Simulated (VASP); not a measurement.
# Bi (Fm-3m) in VASP: single point with PBE

Aim: the single point of Bi with PBE.

Everything below comes from runs of VASP 6.6.1. Logs are shortened: lines on timing, memory, paths and dates and some standing lists are left out, and cuts for length are marked.

## Step 1: The cell of the first run

It takes space group Fm-3m (No. 225, cubic). Conventional cell: a = 5.084 Å, b = 5.084 Å, c = 5.084 Å, α = 90.00°, β = 90.00°, γ = 90.00°. Bi (site symmetry m-3m) has 12 Bi at 3.60 Å within 4.7 Å.

This isn't the form of Bi at room conditions, which is rhombohedral.

## Step 2: Single point, PBE, non-collinear spin, zero start, spin-orbit coupling

INCAR reads:

```
SYSTEM = Bi
  PREC = Accurate
  ENCUT = 520
  EDIFF = 1E-6
  ISMEAR = -1
  SIGMA = 0.05
  LREAL = .False.
  LASPH = .True.
  NELM = 150
  ALGO = Normal
  ISIF = 2
  LWAVE = .False.
  LCHARG = .False.
  MAGMOM = 0 0 0
  LORBIT = 11
  LSORBIT = .True.
  GGA_COMPAT = .False.
  LORBMOM = .True.
  GGA = PE
  NBANDS = 26
```

KPOINTS reads:

```
Automatic mesh
0
Gamma
  14 14 14
  0 0 0
```

POSCAR reads:

```
Bi
1.0
    0.0000000000      2.5421915406      2.5421915406
    2.5421915406      0.0000000000      2.5421915406
    2.5421915406      2.5421915406      0.0000000000
Bi
1
Direct
    0.0000000000      0.0000000000      0.0000000000
```

Potentials or basis: VASP PAW PBE potentials, release 64 (Bi_d).

Started as:

```bash
> cat potpaw_PBE.64/Bi_d/POTCAR > POTCAR
> mpirun -np 1 vasp_ncl > vasp.out
```

OUTCAR:

```text
SYSTEM = Bi
   PREC = Accurate
   ENCUT = 520
   EDIFF = 1E-6
   ISMEAR = -1
   LREAL = .False.
   LASPH = .True.
   NELM = 150
   ISIF = 2
   LORBIT = 11
   LSORBIT = .True.
   GGA = PE

 ion  position               nearest neighbor table
   1  0.000  0.000  0.000-

  LATTYP: Found a face centered cubic cell.
 ALAT       =     5.0843830812

  Lattice vectors:

 A1 = (   0.0000000000,   2.5421915406,   2.5421915406)
 A2 = (   2.5421915406,   0.0000000000,   2.5421915406)
 A3 = (   2.5421915406,   2.5421915406,   0.0000000000)

Analysis of symmetry for initial positions (statically):
=====================================================================
 Subroutine PRICEL returns:
 Original cell was already a primitive cell.

 Routine SETGRP: Setting up the symmetry group for a
 face centered cubic supercell.

 Subroutine GETGRP returns: Found 48 space group operations
 (whereof 48 operations were pure point group operations)
 out of a pool of 48 trial point group operations.

The static configuration has the point symmetry O_h .

Analysis of symmetry for dynamics (positions and initial velocities):
=====================================================================
 Subroutine PRICEL returns:
 Original cell was already a primitive cell.

 Routine SETGRP: Setting up the symmetry group for a
 face centered cubic supercell.

 Subroutine GETGRP returns: Found 48 space group operations
 (whereof 48 operations were pure point group operations)
 out of a pool of 48 trial point group operations.

The dynamic configuration has the point symmetry O_h .

Analysis of structural, dynamic, and magnetic symmetry:
=====================================================================
 Subroutine PRICEL returns:
 Original cell was already a primitive cell.

 Routine SETGRP: Setting up the symmetry group for a
 face centered cubic supercell.

 Subroutine GETGRP returns: Found 48 space group operations
 (whereof 48 operations were pure point group operations)
 out of a pool of 48 trial point group operations.

The overall configuration has the point symmetry O_h .

 Subroutine INISYM returns: Found 48 space group operations
 (whereof 48 operations are pure point group operations),
 and found     1 'primitive' translations

[... 145 lines left out ...]
 cond. band min:       7.2736779377   @ k =  -0.4286   0.2143   0.0714
 fundamental gap:      0.0287027286
 Fermi energy:         7.2576911296

 k-point     1 :       0.0000    0.0000    0.0000
  band No.  band energies     occupation
      1     -17.2703      1.00000
      2     -17.2703      1.00000
      3     -17.2703      1.00000
      4     -17.2703      1.00000
      5     -14.3362      1.00000
      6     -14.3362      1.00000
[... 685 lines left out ...]
     25      19.9149      0.00000
     26      19.9154      0.00000

 [... further k-points ...]

------------------------ aborting loop because EDIFF is reached ----------------------------------------

  FORCE on cell =-STRESS in cart. coord.  units (eV):
  Direction    XX          YY          ZZ          XY          YZ          ZX
  --------------------------------------------------------------------------------------
  -------------------------------------------------------------------------------------
  Total       -0.0618852     -0.0618852     -0.0618852     -0.0000000      0.0000000      0.0000000
  in kB       -3.0174684     -3.0174684     -3.0174684     -0.0000000      0.0000000      0.0000000
  external PRESSURE =      -3.0174684 kB  Pullay stress =       0.0000000 kB

 VOLUME and BASIS-vectors are now :
 -----------------------------------------------------------------------------
  energy-cutoff  :      520.00
  volume of cell :       32.86
      direct lattice vectors                 reciprocal lattice vectors
     0.000000000  2.542191541  2.542191541    -0.196680695  0.196680695  0.196680695
     2.542191541  0.000000000  2.542191541     0.196680695 -0.196680695  0.196680695
     2.542191541  2.542191541  0.000000000     0.196680695  0.196680695 -0.196680695

 POSITION                                       TOTAL-FORCE (eV/Angst)
 -----------------------------------------------------------------------------------
      0.00000      0.00000      0.00000         0.000000      0.000000      0.000000
 -----------------------------------------------------------------------------------
    total drift:                               -0.000000     -0.000000     -0.000000

  FREE ENERGIE OF THE ION-ELECTRON SYSTEM (eV)
  ---------------------------------------------------
  free  energy   TOTEN  =        -4.5566449492 eV

  energy  without entropy=       -4.5498795278  energy(sigma->0) =       -4.55326224

 orbital moment (x)

 # of ion     p       d       tot
 ----------------------------------------
  1         0.000  -0.000   0.000
 ----------------------------------------
            0.000  -0.000   0.000

 orbital moment (y)

 # of ion     p       d       tot
 ----------------------------------------
  1         0.000   0.000   0.000
 ----------------------------------------
            0.000   0.000   0.000

 orbital moment (z)

 # of ion     p       d       tot
 ----------------------------------------
  1         0.000   0.000   0.000
 ----------------------------------------
            0.000   0.000   0.000

 Spin-Orbit-Coupling matrix elements

 Ion:    1  E_soc:     -1.7886452
 l=   1
     0.0000000    -0.2320285    -0.2320285
    -0.2320285     0.0000000    -0.2320285
    -0.2320285    -0.2320285     0.0000000
 l=   2
     0.0000000    -0.0133443     0.0000000    -0.0133443    -0.0527347
    -0.0133443     0.0000000    -0.0395510    -0.0133443    -0.0131837
     0.0000000    -0.0395510     0.0000000    -0.0395510     0.0000000
    -0.0133443    -0.0133443    -0.0395510     0.0000000    -0.0131837
    -0.0527347    -0.0131837     0.0000000    -0.0131837     0.0000000
 l=   3
     0.0000000     0.0000000     0.0000000     0.0000000     0.0000000     0.0000000     0.0000000
     0.0000000     0.0000000     0.0000000     0.0000000     0.0000000     0.0000000     0.0000000
     0.0000000     0.0000000     0.0000000     0.0000000     0.0000000     0.0000000     0.0000000
     0.0000000     0.0000000     0.0000000     0.0000000     0.0000000     0.0000000     0.0000000
     0.0000000     0.0000000     0.0000000     0.0000000     0.0000000     0.0000000     0.0000000
     0.0000000     0.0000000     0.0000000     0.0000000     0.0000000     0.0000000     0.0000000
     0.0000000     0.0000000     0.0000000     0.0000000     0.0000000     0.0000000     0.0000000

 total charge

# of ion       s       p       d       tot
------------------------------------------
    1        1.552   1.247   9.916  12.715

 magnetization (x)

# of ion       s       p       d       tot
------------------------------------------
    1        0.000   0.000   0.000   0.000

 magnetization (y)

# of ion       s       p       d       tot
------------------------------------------
    1        0.000   0.000   0.000   0.000

 magnetization (z)

# of ion       s       p       d       tot
------------------------------------------
    1        0.000  -0.000   0.000  -0.000
```

stdout:

```text
POSCAR found type information on POSCAR Bi
 POSCAR found :  1 types and       1 ions
 scaLAPACK will be used
 LDA part: xc-table for (Slater+PW92), standard interpolation
 POSCAR, INCAR and KPOINTS ok, starting setup
 FFT: planning ... GRIDC
 FFT: planning ... GRID_SOFT
 FFT: planning ... GRID
 WAVECAR not read
 entering main loop
```

Run time: 3.1 min. Hardware: 1 thread of Oxide Virtual Turin-like, shared host; peak memory 0.28 GiB.

Results:

| Quantity | Value |
| --- | --- |
| Free energy | -4.5566 eV |
| Pressure | -0.3 GPa |
| Net moment | 0.00 μB per cell |
| Valence electrons inside the program's atomic spheres | Bi 12.71 |

Moments on the atoms (μB; x, y, z):
```
Bi  0.00 0.00 0.00
```
